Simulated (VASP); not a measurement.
# Si2Ni (Fm-3m) in VASP: notebook

Runs on Si2Ni. Level: r2SCAN+D3(BJ). Tasks: single point.

Everything below comes from runs of VASP 6.6.1. Logs are shortened: lines on timing, memory, paths and dates and some standing lists are left out, and cuts for length are marked.

### 1 The cell of the first run

Symmetry: Fm-3m, No. 225, cubic system. The conventional cell has a = 5.406 Å, b = 5.406 Å, c = 5.406 Å, α = 90.00°, β = 90.00°, γ = 90.00°. Within 3.1 Å of Si (site symmetry -43m) lie 4 Ni at 2.34 Å and 6 Si at 2.70 Å. Within 3.1 Å of Ni (site symmetry m-3m) lie 8 Si at 2.34 Å.

### 2 Single point, r2SCAN+D3(BJ), collinear spin, ferromagnetic start

Contents of POSCAR:

```
Si2Ni
1.0
    0.0000000000      2.7030000000      2.7030000000
    2.7030000000      0.0000000000      2.7030000000
    2.7030000000      2.7030000000      0.0000000000
Si Ni
2 1
Direct
    0.2500000000      0.2500000000      0.2500000000
    0.7500000000      0.7500000000      0.7500000000
    0.0000000000      0.0000000000      0.0000000000
```

Contents of INCAR.step1:

```
PREC     = Accurate       # precision mode
ENCUT    = 520            # plane-wave cutoff, eV
ISMEAR   = -1             # smearing method
SIGMA    = 0.1            # smearing width, eV
LREAL    = F              # projectors in reciprocal space
LASPH    = T              # aspherical terms in the spheres
NELM     = 150            # most SCF steps
ISPIN    = 2              # spin polarisation
MAGMOM   = 0 0 1.5        # initial moments
LMAXMIX  = 4              # l up to which the mixer works
NBANDS   = 20             # bands
GGA      = PE             # functional
ALGO     = Normal         # electronic algorithm
EDIFF    = 1E-4           # SCF threshold, eV
LWAVE    = T              # write WAVECAR
LCHARG   = F              # write CHGCAR
```

Contents of INCAR.step2:

```
PREC     = Accurate       # precision mode
ENCUT    = 520            # plane-wave cutoff, eV
EDIFF    = 1E-7           # SCF threshold, eV
ISMEAR   = -1             # smearing method
SIGMA    = 0.1            # smearing width, eV
LREAL    = F              # projectors in reciprocal space
LASPH    = T              # aspherical terms in the spheres
NELM     = 150            # most SCF steps
ALGO     = Normal         # electronic algorithm
ISIF     = 2              # what is computed and relaxed
LWAVE    = F              # write WAVECAR
LCHARG   = F              # write CHGCAR
ISPIN    = 2              # spin polarisation
MAGMOM   = 0 0 1.5        # initial moments
LORBIT   = 11             # projections on sites
LMAXMIX  = 4              # l up to which the mixer works
METAGGA  = R2SCAN         # meta-GGA
LMIXTAU  = T            
IVDW     = 12             # dispersion correction
VDW_S6   = 1.0          
VDW_S8   = 0.78981345   
VDW_A1   = 0.49484001   
VDW_A2   = 5.73083694   
NBANDS   = 20             # bands
ISTART   = 1
```

Contents of KPOINTS:

```
Automatic mesh
0
Gamma
  9 9 9
```

Potentials or basis: VASP PAW PBE potentials, release 64 (Si, Ni).

Launch:

```sh
> cat potpaw_PBE.64/Si/POTCAR potpaw_PBE.64/Ni/POTCAR > POTCAR
> cp INCAR.step1 INCAR
> mpirun -np 1 vasp_std > vasp.out
> cp INCAR.step2 INCAR
> mpirun -np 1 vasp_std > vasp.out
```

OUTCAR:

```text
PREC = Accurate
   ENCUT = 520
   EDIFF = 1E-7
   ISMEAR = -1
   LREAL = F
   LASPH = T
   NELM = 150
   ISIF = 2
   ISPIN = 2
   LORBIT = 11
   METAGGA = R2SCAN
   IVDW = 12
   ISTART = 1
 IVDW          = 12

 ion  position               nearest neighbor table
   1  0.250  0.250  0.250-   3 2.34   3 2.34   3 2.34   3 2.34   2 2.70   2 2.70   2 2.70   2 2.70
                             2 2.70   2 2.70
   2  0.750  0.750  0.750-   3 2.34   3 2.34   3 2.34   3 2.34   1 2.70   1 2.70   1 2.70   1 2.70
                             1 2.70   1 2.70
   3  0.000  0.000  0.000-   2 2.34   1 2.34   2 2.34   1 2.34   2 2.34   2 2.34   1 2.34   1 2.34

  LATTYP: Found a face centered cubic cell.
 ALAT       =     5.4060000000

  Lattice vectors:

 A1 = (   0.0000000000,   2.7030000000,   2.7030000000)
 A2 = (   2.7030000000,   0.0000000000,   2.7030000000)
 A3 = (   2.7030000000,   2.7030000000,   0.0000000000)

Analysis of symmetry for initial positions (statically):
=====================================================================
 Subroutine PRICEL returns:
 Original cell was already a primitive cell.

 Routine SETGRP: Setting up the symmetry group for a
 face centered cubic supercell.

 Subroutine GETGRP returns: Found 48 space group operations
 (whereof 48 operations were pure point group operations)
 out of a pool of 48 trial point group operations.

The static configuration has the point symmetry O_h .

Analysis of symmetry for dynamics (positions and initial velocities):
=====================================================================
 Subroutine PRICEL returns:
 Original cell was already a primitive cell.

 Routine SETGRP: Setting up the symmetry group for a
 face centered cubic supercell.

 Subroutine GETGRP returns: Found 48 space group operations
 (whereof 48 operations were pure point group operations)
 out of a pool of 48 trial point group operations.

The dynamic configuration has the point symmetry O_h .

Analysis of structural, dynamic, and magnetic symmetry:
=====================================================================
 Subroutine PRICEL returns:
 Original cell was already a primitive cell.

 Routine SETGRP: Setting up the symmetry group for a
 face centered cubic supercell.

 Subroutine GETGRP returns: Found 48 space group operations
 (whereof 48 operations were pure point group operations)
 out of a pool of 48 trial point group operations.

The overall configuration has the point symmetry O_h .

 Subroutine INISYM returns: Found 48 space group operations
 (whereof 48 operations are pure point group operations),
 and found     1 'primitive' translations

----------------------------------------------------------------------------------------

                                     Primitive cell

  volume of cell :      39.4974

  direct lattice vectors                    reciprocal lattice vectors
     0.000000000  2.703000000  2.703000000    -0.184979652  0.184979652  0.184979652
     2.703000000  0.000000000  2.703000000     0.184979652 -0.184979652  0.184979652
     2.703000000  2.703000000  0.000000000     0.184979652  0.184979652 -0.184979652

  length of vectors
     3.822619259  3.822619259  3.822619259     0.320394156  0.320394156  0.320394156

  position of ions in fractional coordinates (direct lattice)
     0.250000000  0.250000000  0.250000000
     0.750000000  0.750000000  0.750000000
     0.000000000  0.000000000  0.000000000

  ion indices of the primitive-cell ions
   primitive index   ion index
                 1           1
                 2           2
                 3           3

----------------------------------------------------------------------------------------

 KPOINTS: Automatic mesh

Automatic generation of k-mesh.
 Grid dimensions read from file:
 generate k-points for:    9    9    9

 Generating k-lattice:

  Cartesian coordinates                     Fractional coordinates (reciprocal lattice)
    -0.020553295  0.020553295  0.020553295     0.111111111  0.000000000  0.000000000
     0.020553295 -0.020553295  0.020553295     0.000000000  0.111111111  0.000000000
     0.020553295  0.020553295 -0.020553295     0.000000000  0.000000000  0.111111111

  Length of vectors
     0.035599351  0.035599351  0.035599351

  Shift w.r.t. Gamma in fractional coordinates (k-lattice)
     0.000000000  0.000000000  0.000000000

 Subroutine IBZKPT returns following result:
 ===========================================

 Found     35 irreducible k-points:

 Following reciprocal coordinates:
            Coordinates               Weight
  0.000000  0.000000  0.000000      1.000000
  0.111111  0.000000  0.000000      8.000000
  0.222222  0.000000  0.000000      8.000000
  0.333333  0.000000  0.000000      8.000000
  0.444444  0.000000  0.000000      8.000000
  0.111111  0.111111  0.000000      6.000000
[... 16 lines left out ...]
 -0.333333  0.333333  0.000000     12.000000
  0.444444  0.444444  0.000000      6.000000
 [... further k-points ...]
   k-points           NKPTS =     35   k-points in BZ     NKDIM =     35   number of bands    NBANDS=     20
   number of dos      NEDOS =    301   number of ions     NIONS =      3
   total plane-waves  NPLWV =  21952
   dimension x,y,z NGX =    28 NGY =   28 NGZ =   28
   dimension x,y,z NGXF=    56 NGYF=   56 NGZF=   56
   ions per type =               2   1
   NGX,Y,Z   is equivalent  to a cutoff of  12.18, 12.18, 12.18 a.u.
   NGXF,Y,Z  is equivalent  to a cutoff of  24.35, 24.35, 24.35 a.u.
 SYSTEM =  unknown system
   PREC   = accura    normal or accurate (medium, high low for compatibility)
   ISTART =      1    job   : 0-new  1-cont  2-samecut
   ICHARG =      0    charge: 1-file 2-atom 10-const
   ISPIN  =      2    spin polarized calculation?
   LNONCOLLINEAR =      F non collinear calculations
   LSORBIT =      F    spin-orbit coupling
   LASPH  =      T    aspherical Exc in radial PAW
   ENCUT  =  520.0 eV  38.22 Ry    6.18 a.u.   7.11  7.11  7.11*2*pi/ulx,y,z
   NELM   =    150;   NELMIN=  2; NELMDL=  0     # of ELM steps
   EDIFF  = 0.1E-06   stopping-criterion for ELM
   LREAL  =      F    real-space projection
   EDIFFG = 0.1E-05   stopping-criterion for IOM
   NSW    =      0    number of steps for IOM
   IBRION =     -1    ionic relax: 0-MD 1-quasi-New 2-CG
   NFREE  =      0    steps in history (QN), initial steepest desc. (CG)
   ISIF   =      2    stress and relaxation
   ISYM   =      2    0-nonsym 1-usesym 2-fastsym
   POTIM  = 0.5000    time-step for ionic-motion
   TEBEG  =    0.0;   TEEND  =   0.0 temperature during run
   PSTRESS=    0.0 pullay stress
   NELECT =      18.0000    total number of electrons
   NUPDOWN=      -1.0000    fix difference up-down
   EMIN   =  10.00;   EMAX   =-10.00  energy-range for DOS
   EFERMI =   0.00;   METHOD = LEGACY
   ISMEAR =    -1;   SIGMA  =   0.10  broadening in eV -4-tet -1-fermi 0-gaus
   EFERMI_NEDOS =   21; number of points for ismear=-14 and -15
   IALGO  =     38    algorithm
   IMIX   =      4    mixing-type and parameters
     AMIX     =   0.40;   BMIX     =  1.00
     AMIX_MAG =   1.60;   BMIX_MAG =  1.00
  volume/ion in A,a.u.               =      13.17        88.85
  Fermi-wavevector in a.u.,A,eV,Ry     =   1.259823  2.380721 21.594550  1.587155
  Thomas-Fermi vector in A             =   2.393364
   LORBIT       =     11    0 simple, 1 ext, 2 COOP (PROOUT), +10 PAW based schemes
   METAGGA = R2SCAN    functional components
   LHFCALC =     F    Hartree Fock is set to
   AEXX    =    0.0000 exact exchange contribution
   IVDW    =    12    specifies the selected vdW correction
   LEPSILON=     F    determine dielectric tensor
   LRPA    =     F    only Hartree local field effects (RPA)
 spin polarized calculation
  energy-cutoff  :      520.00
  volume of cell :       39.50
 maximum number of plane-waves:      1073
   NGX = 15   NGY = 15   NGZ = 15

 number of electron      17.9999999 magnetization      -0.0000004

 number of electron      17.9999999 magnetization       0.0000001

 Free energy of the ion-electron system (eV)
  ---------------------------------------------------
  ext. energy  EPLUGINS =         0.00000000
  ---------------------------------------------------
  free energy    TOTEN  =       -30.54282734 eV

  energy without entropy =      -30.51108591  energy(sigma->0) =      -30.52695663

 E-fermi :  10.4748     XC(G=0): -12.3701

 val. band max:       10.4707008864   @ k =   0.1111   0.1111   0.0000
 cond. band min:      10.4874237557   @ k =   0.3333   0.2222   0.0000
 fundamental gap:      0.0167228693
 Fermi energy:        10.4747584695

 spin component 1

 k-point     1 :       0.0000    0.0000    0.0000
  band No.  band energies     occupation
      1      -4.1589      1.00000
      2       4.9553      1.00000
      3       4.9553      1.00000
      4       4.9553      1.00000
      5       6.7050      1.00000
      6       6.7050      1.00000
[... 12 lines left out ...]
     19      20.2849      0.00000
[... 513 lines left out ...]
      4       5.5188      1.00000
      5       5.5188      1.00000
      6       6.8174      1.00000
[... 12 lines left out ...]
     19      24.9205      0.00000
     20      25.0618      0.00000

 [... further k-points ...]

 spin component 2

 k-point     1 :       0.0000    0.0000    0.0000
  band No.  band energies     occupation
      1      -4.1589      1.00000
      2       4.9553      1.00000
      3       4.9553      1.00000
      4       4.9553      1.00000
      5       6.7050      1.00000
      6       6.7050      1.00000
[... 12 lines left out ...]
     19      20.2849      0.00000
[... 513 lines left out ...]
      4       5.5188      1.00000
      5       5.5188      1.00000
      6       6.8174      1.00000
[... 12 lines left out ...]
     19      24.9205      0.00000
     20      25.0618      0.00000

 [... further k-points ...]

------------------------ aborting loop because EDIFF is reached ----------------------------------------

 Edisp (eV)   -0.62487

 E8    (eV) :    -0.2022

  FORCE on cell =-STRESS in cart. coord.  units (eV):
  Direction    XX          YY          ZZ          XY          YZ          ZX
  --------------------------------------------------------------------------------------
  -------------------------------------------------------------------------------------
  Total      -1.02035    -1.02035    -1.02035     0.00000     0.00000     0.00000
  in kB     -41.38948   -41.38948   -41.38948     0.00000     0.00000     0.00000
  external pressure =      -41.39 kB  Pullay stress =        0.00 kB

 VOLUME and BASIS-vectors are now :
 -----------------------------------------------------------------------------
  energy-cutoff  :      520.00
  volume of cell :       39.50
      direct lattice vectors                 reciprocal lattice vectors
     0.000000000  2.703000000  2.703000000    -0.184979652  0.184979652  0.184979652
     2.703000000  0.000000000  2.703000000     0.184979652 -0.184979652  0.184979652
     2.703000000  2.703000000  0.000000000     0.184979652  0.184979652 -0.184979652

 POSITION                                       TOTAL-FORCE (eV/Angst)
 -----------------------------------------------------------------------------------
      1.35150      1.35150      1.35150        -0.000000      0.000000     -0.000000
      4.05450      4.05450      4.05450         0.000000     -0.000000      0.000000
      0.00000      0.00000      0.00000         0.000000     -0.000000      0.000000
 -----------------------------------------------------------------------------------
    total drift:                               -0.000000     -0.000000      0.000000

  FREE ENERGIE OF THE ION-ELECTRON SYSTEM (eV)
  ---------------------------------------------------
  free  energy   TOTEN  =       -31.1677018262 eV

  energy  without entropy=      -31.1359603968  energy(sigma->0) =      -31.15183111

 total charge

# of ion       s       p       d       tot
------------------------------------------
    1        0.727   0.860   0.000   1.588
    2        0.727   0.860   0.000   1.588
    3        0.576   0.844   8.455   9.875
--------------------------------------------------
tot          2.031   2.564   8.455  13.050

 magnetization (x)

# of ion       s       p       d       tot
------------------------------------------
    1        0.000   0.000   0.000   0.000
    2        0.000   0.000   0.000   0.000
    3       -0.000  -0.000   0.000   0.000
--------------------------------------------------
tot          0.000   0.000   0.000   0.000
```

Run time: 1.7 min. Hardware: 1 thread of Intel Xeon 6975P-C (Granite Rapids), shared host; peak memory 0.21 GiB.

Results:

| Property | Result |
| --- | --- |
| Free energy | -31.1677 eV |
| Pressure | -4.1 GPa |
| Band gap on the k mesh | zero (filled and empty bands overlap) |
| Net moment | 0.00 μB per cell |
| Valence electrons inside the program's atomic spheres | Si 1.59; Ni 9.88 |
| Dispersion energy per atom | -0.208 eV |

Caveat: the starting moments collapsed, and a magnetic state may lie lower; the PAW data sets were made with another functional, which shifts forces and pressure a little; pairwise dispersion overbinds metals, which lowers pressure and volume.

[end of part 1 of 2]
